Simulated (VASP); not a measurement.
A run of VASP 6.6.1:

File POSCAR:

```
BN
1.0
    0.0000000000      1.7326212049      1.6604286547
    1.7326212049      0.0000000000      1.6604286547
    1.7326212049      1.7326212049      0.0000000000
B N
1 1
Direct
    0.0000000000      0.0000000000      0.0000000000
    0.7500000000      0.7500000000      0.7500000000
```

INCAR.step1

```
ALGO     = Normal         # electronic algorithm
EDIFF    = 1E-4           # SCF threshold, eV
ENCUT    = 520            # plane-wave cutoff, eV
GGA      = PE             # functional
ISMEAR   = 0              # smearing method
LASPH    = True           # aspherical terms in the spheres
LCHARG   = False          # write CHGCAR
LREAL    = False          # projectors in reciprocal space
LWAVE    = True           # write WAVECAR
NBANDS   = 11             # bands
NELM     = 60             # most SCF steps
PREC     = Accurate       # precision mode
SIGMA    = 0.05           # smearing width, eV
```

Contents of INCAR.step2:

```
ALGO     = Normal         # electronic algorithm
EDIFF    = 1E-6           # SCF threshold, eV
ENCUT    = 520            # plane-wave cutoff, eV
ISIF     = 2              # what is computed and relaxed
ISMEAR   = 0              # smearing method
ISTART   = 1            
LASPH    = True           # aspherical terms in the spheres
LCHARG   = True           # write CHGCAR
LELF     = True           # ELF
LMIXTAU  = True         
LREAL    = False          # projectors in reciprocal space
LVHAR    = True         
LWAVE    = False          # write WAVECAR
METAGGA  = R2SCAN         # meta-GGA
NBANDS   = 11             # bands
NELM     = 60             # most SCF steps
PREC     = Accurate       # precision mode
SIGMA    = 0.05           # smearing width, eV
```

File KPOINTS:

```
k-points
0
Gamma
  12 12 12
```

Potentials or basis: VASP PAW PBE potentials, release 64 (B, N).

Launch:

```console
$ cat potpaw_PBE.64/B/POTCAR potpaw_PBE.64/N/POTCAR > POTCAR
$ cp INCAR.step1 INCAR
$ mpirun -np 1 vasp_std > vasp.out
$ cp INCAR.step2 INCAR
$ mpirun -np 1 vasp_std > vasp.out
```

Hardware: 1 thread of AMD EPYC 9R45 (Zen 5) (shared host).

Task: How long does it take, and how much memory?

Result: Run time: 44 s on 1 thread of AMD EPYC 9R45 (Zen 5), with other jobs on the host, peak memory 0.09 GiB. Counts: k points 163.
